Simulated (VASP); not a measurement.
Wanted: the native input for a VASP 6.6.1 run.

```
Task                   : single point
Functional             : PBE
Potentials or basis    : VASP PAW PBE potentials, release 64 (Bi_d)
Cutoff                 : 520 eV
k mesh                 : 11 × 11 × 11
Occupations            : fermi-dirac, width 0.05 eV
Spin                   : no spin polarisation
Dipole correction      : no
Further INCAR settings : ALGO = Normal; EDIFF = 1e-06; NBANDS = 22
```

The structure of Bi lies in POSCAR:

```
Bi
1.0
    0.0000000000      2.9858039828      2.9858039828
    2.9858039828      0.0000000000      2.9858039828
    2.9858039828      2.9858039828      0.0000000000
Bi
2
Direct
   -0.1250000000     -0.1250000000     -0.1250000000
    0.1250000000      0.1250000000      0.1250000000
```

This isn't the form of Bi at room conditions, which is rhombohedral.

One way to write it, as run:

INCAR

```
SYSTEM = Bi
ALGO = Normal
EDIFF = 1E-6
ENCUT = 520
GGA = PE
ISIF = 2
ISMEAR = -1
LASPH = .TRUE.
LCHARG = .FALSE.
LREAL = .FALSE.
LWAVE = .FALSE.
NBANDS = 22
NELM = 60
PREC = Accurate
SIGMA = 0.05
```

KPOINTS

```
k-points
0
G
  11 11 11
  0 0 0
```

Potentials or basis: VASP PAW PBE potentials, release 64 (Bi_d).

Run with:

```sh
$ cat potpaw_PBE.64/Bi_d/POTCAR > POTCAR
$ mpirun -np 1 vasp_std > vasp.out
```

Results of the run:

```
Pressure               : 63.2 GPa
Band gap on the k mesh : zero (bands 15 and 16 overlap by 1.98 eV)
```

Caveat: the cell stands under pressure; spin-orbit coupling is left out, which moves the levels of the heavy elements.

Run time: 62 s on 1 thread of Intel Xeon 8259CL, on a shared host, peak memory 0.2 GiB.
